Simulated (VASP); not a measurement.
# Si (I4/mmm) in VASP: further runs, part 2 of 2

VASP 6.6.1. The steps go on from the part before.

## Step 4: Single point, LDA (strain +0.000 along x and y, +0.030 along z)

Input file INCAR:

```
SYSTEM = Si
PREC = Accurate
ENCUT = 520
EDIFF = 1E-6
ISMEAR = 0
SIGMA = 0.15
LREAL = .False.
LASPH = .True.
NELM = 60
ALGO = Normal
ISIF = 2
LWAVE = .False.
LCHARG = .False.
NBANDS = 8
```

Input file KPOINTS:

```
Automatic mesh
0
Gamma
  22 22 22
  0 0 0
```

Input file POSCAR:

```
Si
1.0
   -1.6269149300      1.6269149300      1.3599397455
    1.6269149300     -1.6269149300      1.3599397455
    1.6269149300      1.6269149300     -1.3599397455
Si
1
Direct
    0.0000000000      0.0000000000      0.0000000000
```

Potentials or basis: VASP PAW LDA potentials, release 64 (Si).

Started as:

```sh
cat potpaw_LDA.64/Si/POTCAR > POTCAR
mpirun -np 1 vasp_std > vasp.out
```

OUTCAR:

```text
SYSTEM = Si
   PREC = Accurate
   ENCUT = 520
   EDIFF = 1E-6
   ISMEAR = 0
   LREAL = .False.
   LASPH = .True.
   NELM = 60
   ISIF = 2

 ion  position               nearest neighbor table
   1  0.000  0.000  0.000-

  LATTYP: Found a body centered tetragonal cell.
 ALAT       =     3.2538298600
 C/A-ratio  =     0.8359009561

  Lattice vectors:

 A1 = (  -1.6269149300,   1.6269149300,   1.3599397455)
 A2 = (   1.6269149300,  -1.6269149300,   1.3599397455)
 A3 = (   1.6269149300,   1.6269149300,  -1.3599397455)

Analysis of symmetry for initial positions (statically):
=====================================================================
 Subroutine PRICEL returns:
 Original cell was already a primitive cell.

 Routine SETGRP: Setting up the symmetry group for a
 body centered tetragonal supercell.

 Subroutine GETGRP returns: Found 16 space group operations
 (whereof 16 operations were pure point group operations)
 out of a pool of 16 trial point group operations.

The static configuration has the point symmetry D_4h.

Analysis of symmetry for dynamics (positions and initial velocities):
=====================================================================
 Subroutine PRICEL returns:
 Original cell was already a primitive cell.

 Routine SETGRP: Setting up the symmetry group for a
 body centered tetragonal supercell.

 Subroutine GETGRP returns: Found 16 space group operations
 (whereof 16 operations were pure point group operations)
 out of a pool of 16 trial point group operations.

The dynamic configuration has the point symmetry D_4h.

 Subroutine INISYM returns: Found 16 space group operations
 (whereof 16 operations are pure point group operations),
 and found     1 'primitive' translations

----------------------------------------------------------------------------------------

                                     Primitive cell

  volume of cell :      14.3982
[... 103 lines left out ...]
   EFERMI_NEDOS =   21; number of points for ismear=-14 and -15
   IALGO  =     38    algorithm
   IMIX   =      4    mixing-type and parameters
     AMIX     =   0.40;   BMIX     =  1.00
     AMIX_MAG =   1.60;   BMIX_MAG =  1.00
  volume/ion in A,a.u.               =      14.40        97.16
  Fermi-wavevector in a.u.,A,eV,Ry     =   1.068214  2.018632 15.525360  1.141082
  Thomas-Fermi vector in A             =   2.203855
   LORBIT       =      0    0 simple, 1 ext, 2 COOP (PROOUT), +10 PAW based schemes
   GGA     = CA    functional components
   LHFCALC =     F    Hartree Fock is set to
   AEXX    =    0.0000 exact exchange contribution
   IVDW    =     0    specifies the selected vdW correction
   LEPSILON=     F    determine dielectric tensor
   LRPA    =     F    only Hartree local field effects (RPA)
 non-spin polarized calculation
 Gauss-broadening in eV      SIGMA  =   0.15
  energy-cutoff  :      520.00
  volume of cell :       14.40
 maximum number of plane-waves:       401
   NGX =  9   NGY =  9   NGZ =  9

 number of electron       4.0000000 magnetization

 Free energy of the ion-electron system (eV)
  ---------------------------------------------------
  ext. energy  EPLUGINS =         0.00000000
  ---------------------------------------------------
  free energy    TOTEN  =        -5.55932224 eV

  energy without entropy =       -5.55437792  energy(sigma->0) =       -5.55685008

 E-fermi :  10.1399     XC(G=0): -11.2780

 val. band max:       10.1385563517   @ k =  -0.2727   0.2727   0.1364
 cond. band min:      10.1439092753   @ k =  -0.1818  -0.3182   0.1818
 fundamental gap:      0.0053529236
 Fermi energy:        10.1399123993

 k-point     1 :       0.0000    0.0000    0.0000
  band No.  band energies     occupation
      1      -4.2589      2.00000
      2      20.0574      0.00000
      3      20.2166      0.00000
      4      20.2166      0.00000
      5      22.9794      0.00000
      6      23.4587      0.00000
      7      24.6883      0.00000
      8      24.6883      0.00000
[... 243 lines left out ...]
 k-point    24 :      -0.4545    0.0455   -0.0000
  band No.  band energies     occupation
      1       1.7843      2.00000
      2       6.3998      2.00000
      3      14.1443      0.00000
      4      16.1402      0.00000
      5      17.7898      0.00000
      6      20.1559      0.00000
      7      28.9446      0.00000
      8      31.8168      0.00000

 [... further k-points ...]
[... 5 lines left out ...]
  --------------------------------------------------------------------------------------
  -------------------------------------------------------------------------------------
  Total       -0.2014509     -0.2014509     -0.3990878      0.0000000      0.0000000      0.0000000
  in kB      -22.4166413    -22.4166413    -44.4088611      0.0000000      0.0000000      0.0000000
  external PRESSURE =     -29.7473812 kB  Pullay stress =       0.0000000 kB

 VOLUME and BASIS-vectors are now :
 -----------------------------------------------------------------------------
  energy-cutoff  :      520.00
  volume of cell :       14.40
      direct lattice vectors                 reciprocal lattice vectors
    -1.626914930  1.626914930  1.359939745     0.000000000  0.307330144  0.367663348
     1.626914930 -1.626914930  1.359939745     0.307330144  0.000000000  0.367663348
     1.626914930  1.626914930 -1.359939745     0.307330144  0.307330144  0.000000000

 POSITION                                       TOTAL-FORCE (eV/Angst)
 -----------------------------------------------------------------------------------
      0.00000      0.00000      0.00000        -0.000000      0.000000      0.000000
 -----------------------------------------------------------------------------------
    total drift:                                0.000000     -0.000000     -0.000000

  FREE ENERGIE OF THE ION-ELECTRON SYSTEM (eV)
  ---------------------------------------------------
  free  energy   TOTEN  =        -5.5593222414 eV

  energy  without entropy=       -5.5543779223  energy(sigma->0) =       -5.55685008
```

Wall time 51 s (1 thread of AMD EPYC 7R43 (Zen 3), shared host); peak memory 0.15 GiB.

Results:

| Item | Value |
| --- | --- |
| Free energy | -5.5593 eV |
| Pressure | -3.0 GPa |
| Band gap on the k mesh | zero (band 2 reaches 20.06 eV, above the bottom of band 3 at 6.36 eV) |

Caveat: the cell differs from its parent crystal (strain +0.000 along x and y, +0.030 along z).

## Step 5: Single point, LDA (strain +0.030 along x and y, -0.030 along z)

Input file INCAR:

```
PREC = Accurate
ENCUT = 520
EDIFF = 1E-6
ISMEAR = 0
SIGMA = 0.15
LREAL = F
LASPH = T
NELM = 100
ALGO = Normal
ISIF = 2
LWAVE = F
LCHARG = F
GGA = CA
NBANDS = 8
```

Input file KPOINTS:

```
Automatic mesh
0
Gamma
  22 22 22
```

Input file POSCAR:

```
Si
1.0
   -1.6757223779      1.6757223779      1.2807199545
    1.6757223779     -1.6757223779      1.2807199545
    1.6757223779      1.6757223779     -1.2807199545
Si
1
Direct
    0.0000000000      0.0000000000      0.0000000000
```

Started as:

```sh
cat potpaw_LDA.64/Si/POTCAR > POTCAR
mpirun -np 1 vasp_std > vasp.out
```

Run time: 60 s. Hardware: 1 thread of AMD EPYC 7R43 (Zen 3), shared host; peak memory 0.15 GiB.

It converged, with:

```yaml
Free_energy: -5.5598 eV
Pressure: -2.3 GPa
Band_gap_on_the_k_mesh: zero (band 2 reaches 19.10 eV, above the bottom of band 3 at 6.85 eV)
```

Stress tensor (GPa, compression positive):
```
-3.13  0.00  0.00
 0.00 -3.13  0.00
 0.00  0.00 -0.70
```

Levels at points of the mesh, in eV from the Fermi level:
| k point | band 1 | band 2 | band 3 | band 4 | band 5 | band 6 |
| --- | --- | --- | --- | --- | --- | --- |
| (0.00, 0.00, 0.00) | -14.46 | 8.76 | 8.95 | 8.95 | 11.87 | 14.14 |
| (0.50, 0.00, 0.00) | -6.15 | -5.66 | 4.53 | 5.96 | 6.10 | 8.94 |
| (0.50, 0.50, 0.00) | -8.85 | -7.31 | 9.93 | 11.55 | 11.80 | 12.77 |
| (0.50, 0.50, 0.50) | -2.78 | -2.78 | -2.53 | 1.10 | 5.64 | 7.87 |

Caveat: the cell differs from its parent crystal (strain +0.030 along x and y, -0.030 along z).

## Step 6: Overview

```csv
cell,gap on the mesh (eV),pressure (GPa)
"a = 2.663 Å, angles 104.7, 104.7, 119.6°, 1 atom",none,-1.7
"a = 2.673 Å, angles 103.7, 103.7, 121.8°, 1 atom",none,-1.3
"a = 2.673 Å, angles 105.0, 105.0, 118.8°, 1 atom",none,-3.0
"a = 2.694 Å, angles 103.1, 103.1, 123.2°, 1 atom",none,-2.3
```

Alike in all rows: task single point; level LDA; potentials or basis VASP PAW LDA potentials, release 64 (Si); no spin polarisation; k mesh 22 × 22 × 22; cutoff (eV) 520; smearing gaussian 0.15 eV.

Total energies depend on the potentials used, so only differences within one code and one set of settings carry meaning.
